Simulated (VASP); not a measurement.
# N (P6_3/mmc) in VASP: a series of runs

Runs on N. Level: r2SCAN. Tasks: single point.

All numbers are computed with VASP 6.6.1; they aren't measurements. Logs are shortened: lines on timing, memory, paths and dates and some standing lists are left out, and cuts for length are marked.

### 1 The cell of the first run

It takes space group P6_3/mmc (No. 194, hexagonal). Conventional cell: a = 2.519 Å, b = 2.519 Å, c = 2.446 Å, α = 90.00°, β = 90.00°, γ = 120.00°. N (site symmetry -6m2) has 8 N at 1.90 to 2.45 Å within 2.5 Å.

### 2 Single point, r2SCAN

POSCAR

```
N
1.0
    2.5194740000      0.0000000000      0.0000000000
   -1.2597370000      2.1819280000      0.0000000000
    0.0000000000      0.0000000000      2.4460020000
N
2
Direct
    0.6666666667      0.3333333333      0.2500000000
    0.3333333333      0.6666666667      0.7500000000
```

INCAR.step1

```
SYSTEM = N
ALGO = Normal ; EDIFF = 1E-5
ENCUT = 660 ; GGA = PE
GGA_COMPAT = .False. ; ISMEAR = -1
LASPH = .True. ; LCHARG = .False.
LREAL = .False. ; LWAVE = .True.
NBANDS = 12 ; NELM = 120
PREC = Accurate ; SIGMA = 0.05
```

INCAR.step2

```
SYSTEM = N
ALGO = Normal ; EDIFF = 1E-6
ENCUT = 660 ; GGA_COMPAT = .False.
ISIF = 2 ; ISMEAR = -1
ISTART = 1 ; LASPH = .True.
LCHARG = .False. ; LMIXTAU = .True.
LREAL = .False. ; LWAVE = .False.
METAGGA = R2SCAN ; NBANDS = 12
NELM = 120 ; PREC = Accurate
SIGMA = 0.05
```

KPOINTS

```
k-points
0
Gamma
  6 6 4
  0 0 0
```

Potentials or basis: VASP PAW PBE potentials, release 64 (N).

The run is started by

```
$ cat potpaw_PBE.64/N/POTCAR > POTCAR
$ cp INCAR.step1 INCAR
$ mpirun -np 1 vasp_std > vasp.out
$ cp INCAR.step2 INCAR
$ mpirun -np 1 vasp_std > vasp.out
```

OUTCAR:

```text
SYSTEM = N
   EDIFF = 1E-6
   ENCUT = 660
   ISIF = 2
   ISMEAR = -1
   ISTART = 1
   LASPH = .True.
   LREAL = .False.
   METAGGA = R2SCAN
   NELM = 120
   PREC = Accurate

 ion  position               nearest neighbor table
   1  0.667  0.333  0.250-
   2  0.333  0.667  0.750-

  LATTYP: Found a hexagonal cell.
 ALAT       =     2.5194740000
 C/A-ratio  =     0.9708383575

  Lattice vectors:

 A1 = (   2.5194740000,   0.0000000000,   0.0000000000)
 A2 = (  -1.2597370000,   2.1819280000,   0.0000000000)
 A3 = (   0.0000000000,   0.0000000000,   2.4460020000)

Analysis of symmetry for initial positions (statically):
=====================================================================
 Subroutine PRICEL returns:
 Original cell was already a primitive cell.

 Routine SETGRP: Setting up the symmetry group for a
 hexagonal supercell.

 Subroutine GETGRP returns: Found 24 space group operations
 (whereof 12 operations were pure point group operations)
 out of a pool of 24 trial point group operations.

The static configuration has the point symmetry D_3d.
 The point group associated with its full space group is D_6h.

Analysis of symmetry for dynamics (positions and initial velocities):
=====================================================================
 Subroutine PRICEL returns:
 Original cell was already a primitive cell.

 Routine SETGRP: Setting up the symmetry group for a
 hexagonal supercell.

 Subroutine GETGRP returns: Found 24 space group operations
 (whereof 12 operations were pure point group operations)
 out of a pool of 24 trial point group operations.

The dynamic configuration has the point symmetry D_3d.
 The point group associated with its full space group is D_6h.

 Subroutine INISYM returns: Found 24 space group operations
 (whereof 12 operations are pure point group operations),
 and found     1 'primitive' translations

----------------------------------------------------------------------------------------

                                     Primitive cell

  volume of cell :      13.4464

  direct lattice vectors                    reciprocal lattice vectors
     2.519474000  0.000000000  0.000000000     0.396908244  0.229155133  0.000000000
    -1.259737000  2.181928000  0.000000000     0.000000000  0.458310265  0.000000000
     0.000000000  0.000000000  2.446002000     0.000000000  0.000000000  0.408830410

  length of vectors
     2.519474000  2.519473577  2.446002000     0.458310188  0.458310265  0.408830410

  position of ions in fractional coordinates (direct lattice)
     0.666666667  0.333333333  0.250000000
     0.333333333  0.666666667  0.750000000

  ion indices of the primitive-cell ions
   primitive index   ion index
                 1           1
                 2           2

----------------------------------------------------------------------------------------

 KPOINTS: k-points

Automatic generation of k-mesh.
 Grid dimensions read from file:
 generate k-points for:    6    6    4

 Generating k-lattice:

  Cartesian coordinates                     Fractional coordinates (reciprocal lattice)
     0.066151374  0.038192522  0.000000000     0.166666667  0.000000000  0.000000000
     0.000000000  0.076385044  0.000000000     0.000000000  0.166666667  0.000000000
     0.000000000  0.000000000  0.102207602     0.000000000  0.000000000  0.250000000

  Length of vectors
     0.076385031  0.076385044  0.102207602

  Shift w.r.t. Gamma in fractional coordinates (k-lattice)
     0.000000000  0.000000000  0.000000000

 Subroutine IBZKPT returns following result:
 ===========================================

 Found     21 irreducible k-points:

 Following reciprocal coordinates:
            Coordinates               Weight
  0.000000  0.000000  0.000000      1.000000
  0.166667 -0.000000  0.000000      6.000000
  0.333333 -0.000000  0.000000      6.000000
  0.500000 -0.000000  0.000000      3.000000
  0.166667  0.166667  0.000000      6.000000
  0.333333  0.166667  0.000000     12.000000
[... 13 lines left out ...]
  0.333333  0.166667  0.500000     12.000000
  0.333333  0.333333  0.500000      2.000000
   k-points           NKPTS =     21   k-points in BZ     NKDIM =     21   number of bands    NBANDS=     12
   number of dos      NEDOS =    301   number of ions     NIONS =      2
   total plane-waves  NPLWV =  11520
   dimension x,y,z NGX =    24 NGY =   24 NGZ =   20
   dimension x,y,z NGXF=    48 NGYF=   48 NGZF=   40
   ions per type =               2
   NGX,Y,Z   is equivalent  to a cutoff of  15.84, 15.84, 13.59 a.u.
   NGXF,Y,Z  is equivalent  to a cutoff of  31.67, 31.67, 27.19 a.u.
 SYSTEM =  N
   PREC   = accura    normal or accurate (medium, high low for compatibility)
   ISTART =      1    job   : 0-new  1-cont  2-samecut
   ICHARG =      0    charge: 1-file 2-atom 10-const
   ISPIN  =      1    spin polarized calculation?
   LNONCOLLINEAR =      F non collinear calculations
   LSORBIT =      F    spin-orbit coupling
   LASPH  =      T    aspherical Exc in radial PAW
   ENCUT  =  660.0 eV  48.51 Ry    6.96 a.u.   5.28  5.28  5.12*2*pi/ulx,y,z
   NELM   =    120;   NELMIN=  2; NELMDL=  0     # of ELM steps
   EDIFF  = 0.1E-05   stopping-criterion for ELM
   LREAL  =      F    real-space projection
   EDIFFG = 0.1E-04   stopping-criterion for IOM
   NSW    =      0    number of steps for IOM
   IBRION =     -1    ionic relax: 0-MD 1-quasi-New 2-CG
   NFREE  =      0    steps in history (QN), initial steepest desc. (CG)
   ISIF   =      2    stress and relaxation
   ISYM   =      2    0-nonsym 1-usesym 2-fastsym
   POTIM  = 0.5000    time-step for ionic-motion
   TEBEG  =    0.0;   TEEND  =   0.0 temperature during run
   PSTRESS=    0.0 pullay stress
   NELECT =      10.0000    total number of electrons
   NUPDOWN=      -1.0000    fix difference up-down
   EMIN   =  10.00;   EMAX   =-10.00  energy-range for DOS
   EFERMI =   0.00;   METHOD = LEGACY
   ISMEAR =    -1;   SIGMA  =   0.05  broadening in eV -4-tet -1-fermi 0-gaus
   EFERMI_NEDOS =   21; number of points for ismear=-14 and -15
   IALGO  =     38    algorithm
   IMIX   =      4    mixing-type and parameters
     AMIX     =   0.40;   BMIX     =  1.00
     AMIX_MAG =   1.60;   BMIX_MAG =  1.00
  volume/ion in A,a.u.               =       6.72        45.37
  Fermi-wavevector in a.u.,A,eV,Ry     =   1.483221  2.802881 29.932053  2.199944
  Thomas-Fermi vector in A             =   2.596909
   LORBIT       =      0    0 simple, 1 ext, 2 COOP (PROOUT), +10 PAW based schemes
   METAGGA = R2SCAN    functional components
   LHFCALC =     F    Hartree Fock is set to
   AEXX    =    0.0000 exact exchange contribution
   IVDW    =     0    specifies the selected vdW correction
   LEPSILON=     F    determine dielectric tensor
   LRPA    =     F    only Hartree local field effects (RPA)
 non-spin polarized calculation
  energy-cutoff  :      660.00
  volume of cell :       13.45
 maximum number of plane-waves:       532
 NGX is ok and might be reduce to    24
   NGX = 11   NGY = 11   NGZ = 11

 number of electron      10.0000000 magnetization

 Free energy of the ion-electron system (eV)
  ---------------------------------------------------
  ext. energy  EPLUGINS =         0.00000000
  ---------------------------------------------------
  free energy    TOTEN  =       -10.82737889 eV

  energy without entropy =      -10.82036921  energy(sigma->0) =      -10.82387405

 E-fermi :   6.5526     XC(G=0): -14.0016

 val. band max:        6.5044459895   @ k =   0.3333   0.1667   0.0000
 cond. band min:       7.0429080754   @ k =   0.3333   0.3333   0.0000
 fundamental gap:      0.5384620860
 Fermi energy:         6.5525540268

 k-point     1 :       0.0000    0.0000    0.0000
  band No.  band energies     occupation
      1     -16.3651      2.00000
      2       0.5481      2.00000
      3       1.8480      2.00000
      4       4.3667      2.00000
      5       4.3667      2.00000
      6       9.9134      0.00000
      7       9.9134      0.00000
      8      13.5544      0.00000
      9      22.5529      0.00000
     10      26.0529      0.00000
     11      33.5887      0.00000
     12      33.5887      0.00000

 k-point     2 :       0.1667   -0.0000    0.0000
  band No.  band energies     occupation
      1     -15.6766      2.00000
      2      -1.4359      2.00000
      3       2.4173      2.00000
      4       3.4473      2.00000
      5       4.4931      2.00000
      6       9.7010      0.00000
      7      10.7998      0.00000
      8      12.6405      0.00000
      9      23.9013      0.00000
     10      25.6589      0.00000
     11      34.7378      0.00000
     12      34.8544      0.00000

 k-point     3 :       0.3333   -0.0000    0.0000
  band No.  band energies     occupation
      1     -13.7074      2.00000
      2      -5.4745      2.00000
      3       2.1412      2.00000
      4       3.9633      2.00000
      5       4.5324      2.00000
      6       9.6412      0.00000
      7      10.4463      0.00000
      8      11.9417      0.00000
      9      22.6274      0.00000
     10      29.0250      0.00000
     11      35.7087      0.00000
     12      36.8187      0.00000
[... 241 lines left out ...]
 k-point    20 :       0.3333    0.1667    0.5000
  band No.  band energies     occupation
      1      -7.5277      2.00000
      2      -7.5277      2.00000
      3      -1.3048      2.00000
      4      -1.3048      2.00000
      5       4.4769      2.00000
      6       4.4769      2.00000
      7      12.4981      0.00000
      8      12.4981      0.00000
      9      27.8572      0.00000
     10      27.8572      0.00000
     11      38.7980      0.00000
     12      38.7980      0.00000

 k-point    21 :       0.3333    0.3333    0.5000
  band No.  band energies     occupation
      1      -6.6122      2.00000
      2      -6.6122      2.00000
      3      -1.9386      2.00000
      4      -1.9386      2.00000
      5       2.9261      2.00000
      6       2.9261      2.00000
      7      13.3622      0.00000
      8      13.3622      0.00000
      9      28.7882      0.00000
     10      28.7882      0.00000
     11      39.5479      0.00000
     12      39.5479      0.00000

------------------------ aborting loop because EDIFF is reached ----------------------------------------

  FORCE on cell =-STRESS in cart. coord.  units (eV):
  Direction    XX          YY          ZZ          XY          YZ          ZX
  --------------------------------------------------------------------------------------
  -------------------------------------------------------------------------------------
  Total        0.6502166      0.6502163      0.0061901      0.0000000     -0.0000000      0.0000000
  in kB       77.4749865     77.4749518      0.7375614      0.0000000     -0.0000000      0.0000000
  external PRESSURE =      51.8958332 kB  Pullay stress =       0.0000000 kB

 VOLUME and BASIS-vectors are now :
 -----------------------------------------------------------------------------
  energy-cutoff  :      660.00
  volume of cell :       13.45
      direct lattice vectors                 reciprocal lattice vectors
     2.519474000  0.000000000  0.000000000     0.396908244  0.229155133  0.000000000
    -1.259737000  2.181928000  0.000000000     0.000000000  0.458310265  0.000000000
     0.000000000  0.000000000  2.446002000     0.000000000  0.000000000  0.408830410

 POSITION                                       TOTAL-FORCE (eV/Angst)
 -----------------------------------------------------------------------------------
      1.25974      0.72731      0.61150        -0.000000     -0.000000      0.000000
     -0.00000      1.45462      1.83450         0.000000      0.000000      0.000000
 -----------------------------------------------------------------------------------
    total drift:                               -0.000000      0.000000      0.000000

  FREE ENERGIE OF THE ION-ELECTRON SYSTEM (eV)
  ---------------------------------------------------
  free  energy   TOTEN  =       -10.8273788884 eV

  energy  without entropy=      -10.8203692054  energy(sigma->0) =      -10.82387405
```

Wall time 21 s (1 thread of Intel Xeon Platinum 8175M at 2.50GHz (Skylake/Cascade Lake), shared host); peak memory 0.13 GiB.

What came out:

* Free energy: -10.8274 eV
* Pressure: 5.2 GPa
* Band gap on the k mesh: zero (band 5 reaches 7.49 eV, above the bottom of band 6 at 2.93 eV)

Stress tensor (GPa, compression positive):
```
7.75 0.00 0.00
0.00 7.75 0.00
0.00 0.00 0.07
```

Levels at points of the mesh, in eV from the Fermi level:
| k point | band 2 | band 3 | band 4 | band 5 | band 6 | band 7 | band 8 | band 9 |
| --- | --- | --- | --- | --- | --- | --- | --- | --- |
| (0.00, 0.00, 0.00) | -6.00 | -4.70 | -2.19 | -2.19 | 3.36 | 3.36 | 7.00 | 16.00 |
| (0.50, 0.00, 0.00) | -14.98 | -4.93 | -2.07 | -1.22 | 2.22 | 3.25 | 5.78 | 14.93 |
| (0.00, 0.00, 0.50) | -17.77 | 0.94 | 0.94 | 0.94 | 0.94 | 2.59 | 2.59 | 23.28 |
| (0.50, 0.00, 0.50) | -13.93 | -8.60 | -8.60 | -0.48 | -0.48 | 4.73 | 4.73 | 20.84 |

Caveat: the k points lie up to 0.64 Å⁻¹ apart; the PAW data sets were made with another functional, which shifts forces and pressure a little.

### 3 Single point, r2SCAN

POSCAR is that of step 2.

INCAR.step1

```
ALGO = Normal
EDIFF = 1E-5
ENCUT = 660
GGA = PE
GGA_COMPAT = F
ISMEAR = -1
LASPH = T
LCHARG = F
LREAL = F
LWAVE = T
NBANDS = 12
NELM = 120
PREC = Accurate
SIGMA = 0.05
```

INCAR.step2

```
ALGO = Normal
EDIFF = 1E-6
ENCUT = 660
GGA_COMPAT = F
ISIF = 2
ISMEAR = -1
ISTART = 1
LASPH = T
LCHARG = F
LMIXTAU = T
LREAL = F
LWAVE = F
METAGGA = R2SCAN
NBANDS = 12
NELM = 120
PREC = Accurate
SIGMA = 0.05
```

KPOINTS

```
k-points
0
Gamma
  6 6 4
```

Potentials or basis: VASP PAW PBE potentials, release 64 (N).

The run is started by

```
$ cat potpaw_PBE.64/N/POTCAR > POTCAR
$ cp INCAR.step1 INCAR
$ mpirun -np 1 vasp_std > vasp.out
$ cp INCAR.step2 INCAR
$ mpirun -np 1 vasp_std > vasp.out
```

Wall time 24 s (1 thread of Intel Xeon Platinum 8175M at 2.50GHz (Skylake/Cascade Lake), shared host); peak memory 0.13 GiB.

It converged, with:

```
Free energy            : -10.8274 eV
Pressure               : 5.2 GPa
Band gap on the k mesh : zero (band 5 reaches 7.49 eV, above the bottom of band 6 at 2.93 eV)
```

Stress tensor (GPa, compression positive):
```
7.75 0.00 0.00
0.00 7.75 0.00
0.00 0.00 0.07
```

Levels at points of the mesh, in eV from the Fermi level:
```
           k point  band 2  band 3  band 4  band 5  band 6  band 7  band 8  band 9
(0.00, 0.00, 0.00)   -6.00   -4.70   -2.19   -2.19    3.36    3.36    7.00   16.00
(0.50, 0.00, 0.00)  -14.98   -4.93   -2.07   -1.22    2.22    3.25    5.78   14.93
(0.00, 0.00, 0.50)  -17.77    0.94    0.94    0.94    0.94    2.59    2.59   23.28
(0.50, 0.00, 0.50)  -13.93   -8.60   -8.60   -0.48   -0.48    4.73    4.73   20.84
```

Caveat: the k points lie up to 0.64 Å⁻¹ apart; the PAW data sets were made with another functional, which shifts forces and pressure a little.
